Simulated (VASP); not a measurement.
# AlRu (NiAs type) (P6_3/mmc) in VASP: notebook, part 2 of 2

VASP 6.6.1. Earlier steps stand in the parts before.

## Step 5: Relaxation of shape and atoms at fixed volume, PBE

This run uses another cell than the first one, of 7.77 Å³/atom.

The input, INCAR:

```
SYSTEM = AlRu
PREC = Accurate
ENCUT = 600
EDIFF = 1E-6
ISMEAR = -1
SIGMA = 0.08
LREAL = .False.
LASPH = .True.
NELM = 100
ALGO = Normal
ISIF = 4
LWAVE = .False.
LCHARG = .False.
GGA = PE
IBRION = 2
NSW = 50
EDIFFG = -0.005
```

The input, KPOINTS:

```
Automatic mesh
0
Gamma
  11 11 6
  0 0 0
```

The input, POSCAR:

```
AlRu
1.0
    2.3709998634      0.0000000000      0.0000000000
   -1.1854999317      2.0533461141      0.0000000000
    0.0000000000      0.0000000000      6.3846866868
Ru Al
2 2
Direct
    0.0000000000      0.0000000000      0.0000000000
    0.0000000000      0.0000000000      0.5000000000
    0.3333333333      0.6666666667      0.2500000000
    0.6666666667      0.3333333333      0.7500000000
```

Potentials or basis: VASP PAW PBE potentials, release 64 (Ru_pv, Al).

On the command line:

```
$ cat potpaw_PBE.64/Ru_pv/POTCAR potpaw_PBE.64/Al/POTCAR > POTCAR
$ mpirun -np 1 vasp_std > vasp.out
```

OUTCAR:

```text
SYSTEM = AlRu
   PREC = Accurate
   ENCUT = 600
   EDIFF = 1E-6
   ISMEAR = -1
   LREAL = .False.
   LASPH = .True.
   NELM = 100
   ISIF = 4
   GGA = PE
   IBRION = 2
   NSW = 50
   EDIFFG = -0.005

 ion  position               nearest neighbor table
   1  0.000  0.000  0.000-   3 2.10   4 2.10   4 2.10   3 2.10   4 2.10   3 2.10   3 3.17   4 3.17
                             3 3.17   4 3.17   3 3.17   4 3.17   2 3.19   2 3.19
   2  0.000  0.000  0.500-   3 2.10   4 2.10   4 2.10   3 2.10   4 2.10   3 2.10   3 3.17   4 3.17
                             3 3.17   4 3.17   3 3.17   4 3.17   1 3.19   1 3.19
   3  0.333  0.667  0.250-   1 2.10   2 2.10   1 2.10   2 2.10   1 2.10   2 2.10   1 3.17   2 3.17
                             1 3.17   2 3.17   1 3.17   2 3.17
   4  0.667  0.333  0.750-   1 2.10   2 2.10   1 2.10   2 2.10   1 2.10   2 2.10   1 3.17   2 3.17
                             1 3.17   2 3.17   1 3.17   2 3.17

  LATTYP: Found a hexagonal cell.
 ALAT       =     2.3709998634
 C/A-ratio  =     2.6928245696

  Lattice vectors:

 A1 = (   2.3709998634,   0.0000000000,   0.0000000000)
 A2 = (  -1.1854999317,   2.0533461141,   0.0000000000)
 A3 = (   0.0000000000,   0.0000000000,   6.3846866868)

Analysis of symmetry for initial positions (statically):
=====================================================================
 Subroutine PRICEL returns:
 Original cell was already a primitive cell.

 Routine SETGRP: Setting up the symmetry group for a
 hexagonal supercell.

 Subroutine GETGRP returns: Found 24 space group operations
 (whereof 12 operations were pure point group operations)
 out of a pool of 24 trial point group operations.

The static configuration has the point symmetry D_3d.
 The point group associated with its full space group is D_6h.

Analysis of symmetry for dynamics (positions and initial velocities):
=====================================================================
 Subroutine PRICEL returns:
 Original cell was already a primitive cell.

 Routine SETGRP: Setting up the symmetry group for a
 hexagonal supercell.

 Subroutine GETGRP returns: Found 24 space group operations
 (whereof 12 operations were pure point group operations)
 out of a pool of 24 trial point group operations.

The dynamic configuration has the point symmetry D_3d.
 The point group associated with its full space group is D_6h.

 Subroutine INISYM returns: Found 24 space group operations
 (whereof 12 operations are pure point group operations),
 and found     1 'primitive' translations

----------------------------------------------------------------------------------------

                                     Primitive cell

  volume of cell :      31.0837

  direct lattice vectors                    reciprocal lattice vectors
     2.370999863  0.000000000  0.000000000     0.421762994  0.243504978  0.000000000
    -1.185499932  2.053346114  0.000000000     0.000000000  0.487009956  0.000000000
     0.000000000  0.000000000  6.384686687     0.000000000  0.000000000  0.156624757

  length of vectors
     2.370999863  2.370999863  6.384686687     0.487009956  0.487009956  0.156624757

  position of ions in fractional coordinates (direct lattice)
     0.000000000  0.000000000  0.000000000
     0.000000000  0.000000000  0.500000000
     0.333333333  0.666666667  0.250000000
[... 70 lines left out ...]
 SYSTEM =  AlRu
   PREC   = accura    normal or accurate (medium, high low for compatibility)
   ISTART =      0    job   : 0-new  1-cont  2-samecut
   ICHARG =      2    charge: 1-file 2-atom 10-const
   ISPIN  =      1    spin polarized calculation?
   LNONCOLLINEAR =      F non collinear calculations
   LSORBIT =      F    spin-orbit coupling
   LASPH  =      T    aspherical Exc in radial PAW
   ENCUT  =  600.0 eV  44.10 Ry    6.64 a.u.   4.74  4.74 12.75*2*pi/ulx,y,z
   NELM   =    100;   NELMIN=  2; NELMDL= -5     # of ELM steps
   EDIFF  = 0.1E-05   stopping-criterion for ELM
   LREAL  =      F    real-space projection
   EDIFFG = -.5E-02   stopping-criterion for IOM
   NSW    =     50    number of steps for IOM
   IBRION =      2    ionic relax: 0-MD 1-quasi-New 2-CG
   NFREE  =      1    steps in history (QN), initial steepest desc. (CG)
   ISIF   =      4    stress and relaxation
   ISYM   =      2    0-nonsym 1-usesym 2-fastsym
   POTIM  = 0.5000    time-step for ionic-motion
   TEBEG  =    0.0;   TEEND  =   0.0 temperature during run
   PSTRESS=    0.0 pullay stress
   NELECT =      34.0000    total number of electrons
   NUPDOWN=      -1.0000    fix difference up-down
   EMIN   =  10.00;   EMAX   =-10.00  energy-range for DOS
   EFERMI =   0.00;   METHOD = LEGACY
   ISMEAR =    -1;   SIGMA  =   0.08  broadening in eV -4-tet -1-fermi 0-gaus
   EFERMI_NEDOS =   21; number of points for ismear=-14 and -15
   IALGO  =     38    algorithm
   IMIX   =      4    mixing-type and parameters
     AMIX     =   0.40;   BMIX     =  1.00
     AMIX_MAG =   1.60;   BMIX_MAG =  1.00
  volume/ion in A,a.u.               =       7.77        52.44
  Fermi-wavevector in a.u.,A,eV,Ry     =   1.686773  3.187539 38.711351  2.845204
  Thomas-Fermi vector in A             =   2.769378
   LORBIT       =      0    0 simple, 1 ext, 2 COOP (PROOUT), +10 PAW based schemes
   GGA     = PE    functional components
   LHFCALC =     F    Hartree Fock is set to
   AEXX    =    0.0000 exact exchange contribution
   IVDW    =     0    specifies the selected vdW correction
   LEPSILON=     F    determine dielectric tensor
   LRPA    =     F    only Hartree local field effects (RPA)
 conjugate gradient relaxation of ions
 non-spin polarized calculation
  energy-cutoff  :      600.00
  volume of cell :       31.08
 maximum number of plane-waves:      1058
 NGX is ok and might be reduce to    20
   NGX =  9   NGY =  9   NGZ = 25

--------------------------------------- Ionic step        1  -------------------------------------------

 number of electron      34.0000001 magnetization

 Free energy of the ion-electron system (eV)
  ---------------------------------------------------
  ext. energy  EPLUGINS =         0.00000000
  ---------------------------------------------------
  free energy    TOTEN  =        -8.45214835 eV

  energy without entropy =       -8.43722256  energy(sigma->0) =       -8.44468545

------------------------ aborting loop because EDIFF is reached ----------------------------------------

  FORCE on cell =-STRESS in cart. coord.  units (eV):
  Direction    XX          YY          ZZ          XY          YZ          ZX
  --------------------------------------------------------------------------------------
  -------------------------------------------------------------------------------------
  Total       78.4736302     78.4736302     82.0249613      0.0000000      0.0000000      0.0000000
  in kB     4044.8371998   4044.8371999   4227.8866619      0.0000000      0.0000000      0.0000000
  external PRESSURE =    4105.8536872 kB  Pullay stress =       0.0000000 kB
[... 95 lines left out ...]
  FREE ENERGIE OF THE ION-ELECTRON SYSTEM (eV)
  ---------------------------------------------------
  free  energy   TOTEN  =        -8.4727778833 eV

  energy  without entropy=       -8.4570581755  energy(sigma->0) =       -8.46491803

[... ionic steps 4 to 12 ...]

--------------------------------------- Ionic step       13  -------------------------------------------

 number of electron      34.0000002 magnetization

------------------------ aborting loop because EDIFF is reached ----------------------------------------
[... 71 lines left out ...]
--------------------------------------- Ionic step       15  -------------------------------------------

 number of electron      34.0000002 magnetization

 Free energy of the ion-electron system (eV)
  ---------------------------------------------------
  ext. energy  EPLUGINS =         0.00000000
  ---------------------------------------------------
  free energy    TOTEN  =        -8.47277836 eV

  energy without entropy =       -8.45708174  energy(sigma->0) =       -8.46493005

 E-fermi :  21.4421     XC(G=0): -15.6053

 val. band max:       21.4274055732   @ k =   0.4545   0.0000   0.3333
 cond. band min:      21.5162726091   @ k =   0.0909   0.0909   0.3333
 fundamental gap:      0.0888670359
 Fermi energy:        21.4421315310

 k-point     1 :       0.0000    0.0000    0.0000
  band No.  band energies     occupation
      1     -22.4596      2.00000
      2     -22.2502      2.00000
      3     -20.6202      2.00000
      4     -20.6202      2.00000
      5     -20.6170      2.00000
      6     -20.6170      2.00000
[... 565 lines left out ...]
     20      27.3055      0.00000
     21      28.5471      0.00000

 [... further k-points ...]
[... 5 lines left out ...]
  --------------------------------------------------------------------------------------
  -------------------------------------------------------------------------------------
  Total       79.6393473     79.6393473     79.6654565      0.0000000      0.0000000      0.0000000
  in kB     4104.9228073   4104.9228094   4106.2685782      0.0000000      0.0000000      0.0000000
  external PRESSURE =    4105.3713983 kB  Pullay stress =       0.0000000 kB
[... 19 lines left out ...]
  FREE ENERGIE OF THE ION-ELECTRON SYSTEM (eV)
  ---------------------------------------------------
  free  energy   TOTEN  =        -8.4727783557 eV

  energy  without entropy=       -8.4570817427  energy(sigma->0) =       -8.46493005

 reached required accuracy - stopping structural energy minimisation
```

It took 5.3 min on 1 thread of Intel Xeon 8259CL, shared host; peak memory 0.19 GiB.

Results:

| Quantity | Value |
| --- | --- |
| Free energy | -8.4728 eV |
| Energy gained by relaxing | 5.2 meV/atom |
| Ionic steps | 15 |
| Pressure after relaxing | 410.5 GPa |
| Band gap on the k mesh | zero (bands 17 and 18 overlap by 4.46 eV) |

Stress tensor (GPa, compression positive):
```
410.49   0.00   0.00
  0.00 410.49   0.00
  0.00   0.00 410.63
```

The path:
| step | energy change (eV) | largest force (eV/Å) | pressure (GPa) | volume (Å³) |
| --- | --- | --- | --- | --- |
| 1 | 0.0000 | 0.0000 | 410.59 | 31.08 |
| 2 | 0.0203 | 0.0000 | 411.55 | 31.08 |
| 3 | -0.0206 | 0.0000 | 410.49 | 31.08 |
| 4 | -0.0206 | 0.0000 | 410.56 | 31.08 |
| 5 | -0.0206 | 0.0000 | 410.53 | 31.08 |
| 6 | -0.0206 | 0.0000 | 410.52 | 31.08 |
| 7 | -0.0206 | 0.0000 | 410.53 | 31.08 |
| 8 | -0.0206 | 0.0000 | 410.53 | 31.08 |
| 9 | -0.0206 | 0.0000 | 410.53 | 31.08 |
| 10 | -0.0206 | 0.0000 | 410.53 | 31.08 |
| 11 | -0.0206 | 0.0000 | 410.53 | 31.08 |
| 12 | -0.0206 | 0.0000 | 410.53 | 31.08 |
| 13 | -0.0206 | 0.0000 | 410.52 | 31.08 |
| 14 | -0.0206 | 0.0000 | 410.52 | 31.08 |
| 15 | -0.0206 | 0.0000 | 410.54 | 31.08 |

Final structure:
```
CELL_PARAMETERS angstrom
2.35735 0.00000 0.00000
-1.17868 2.04153 0.00000
0.00000 0.00000 6.45883
ATOMIC_POSITIONS crystal
Ru 0.00000 0.00000 0.00000
Ru 0.00000 0.00000 0.50000
Al 0.33333 0.66667 0.25000
Al 0.66667 0.33333 0.75000
```
